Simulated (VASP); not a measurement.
Runs of VASP 6.6.1 on HfSi3. The cell holds an amorphous packing of atoms, 20 atoms: a = 6.784 Å, b = 7.082 Å, c = 7.052 Å, α = 90.86°, β = 94.08°, γ = 91.20°. 

```tsv
smearing	gap on the mesh (eV)	pressure (GPa)	largest force (eV/Å)
fermi-dirac 0.0948 eV	0.25	3.8	2.26
fermi-dirac 0.05 eV	0.41	2.6	1.33
fermi-dirac 0.1698 eV	(b)	(c)	3.42
fermi-dirac 0.2361 eV	(d)	(a)	5.93
```

Alike in all rows: task single point; level PBE; potentials or basis VASP PAW PBE potentials, release 64 (Si, Hf_pv); no spin polarisation; cell as given; k mesh 1 × 1 × 1, shifted; cutoff (eV) 520.

Question: Fill in the values left out.

Answer: (a) 10.8; (b) 0.29; (c) 4.0; (d) 0.28.

Caveats: all runs use coarse meshes; spin-orbit coupling is left out, which moves the levels of the heavy elements.

A k mesh can miss the band edges, and the runs leave out spin-orbit coupling on Hf.
